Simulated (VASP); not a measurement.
A run of VASP 6.6.1 is set up as follows.

File POSCAR:

```
ZnF2
1.0
    4.6558502960      0.0000000000      0.0000000000
    0.0000000000      4.6558502960      0.0000000000
    0.0000000000      0.0000000000      3.0952023724
Zn F
2 4
Direct
    0.0000000000      0.0000000000      0.0000000000
    0.5000000000      0.5000000000      0.5000000000
    0.3031905513      0.3031905513      0.0000000000
    0.1968094487      0.8031905513      0.5000000000
    0.6968094487      0.6968094487      0.0000000000
    0.8031905513      0.1968094487      0.5000000000
```

The input INCAR.step1:

```
SYSTEM = ZnF2
ALGO     = Normal         ! electronic algorithm
EDIFF    = 1E-5           ! SCF threshold, eV
ENCUT    = 660            ! plane-wave cutoff, eV
GGA      = PE             ! functional
GGA_COMPAT= .FALSE.      
ISMEAR   = 0              ! smearing method
LASPH    = .TRUE.         ! aspherical terms in the spheres
LCHARG   = .FALSE.        ! write CHGCAR
LREAL    = .FALSE.        ! projectors in reciprocal space
LWAVE    = .TRUE.         ! write WAVECAR
NBANDS   = 35             ! bands
NELM     = 120            ! most SCF steps
PREC     = Accurate       ! precision mode
SIGMA    = 0.01           ! smearing width, eV
```

Contents of INCAR.step2:

```
SYSTEM = ZnF2
ALGO     = Normal         ! electronic algorithm
EDIFF    = 1E-6           ! SCF threshold, eV
ENCUT    = 660            ! plane-wave cutoff, eV
GGA_COMPAT= .FALSE.      
ISIF     = 2              ! what is computed and relaxed
ISMEAR   = 0              ! smearing method
ISTART   = 1            
LASPH    = .TRUE.         ! aspherical terms in the spheres
LCHARG   = .FALSE.        ! write CHGCAR
LMIXTAU  = .TRUE.       
LREAL    = .FALSE.        ! projectors in reciprocal space
LWAVE    = .FALSE.        ! write WAVECAR
METAGGA  = R2SCAN         ! meta-GGA
NBANDS   = 35             ! bands
NELM     = 120            ! most SCF steps
PREC     = Accurate       ! precision mode
SIGMA    = 0.01           ! smearing width, eV
```

File KPOINTS:

```
k-points
0
G
  4 4 6
  0 0 0
```

Potentials or basis: VASP PAW PBE potentials, release 64 (Zn, F).

The run is started by

```bash
$ cat potpaw_PBE.64/Zn/POTCAR potpaw_PBE.64/F/POTCAR > POTCAR
$ cp INCAR.step1 INCAR
$ mpirun -np 1 vasp_std > vasp.out
$ cp INCAR.step2 INCAR
$ mpirun -np 1 vasp_std > vasp.out
```

(1) What does it give for the band gap on the k mesh?

(2) What does it give for the pressure?

(3) What does it give for the largest force?

Answers

(1) 4.27 eV.

(2) 4.5 GPa.

(3) 0.066 eV/Å.

Caveat: the cell stands under pressure; the PAW data sets were made with another functional, which shifts forces and pressure a little.
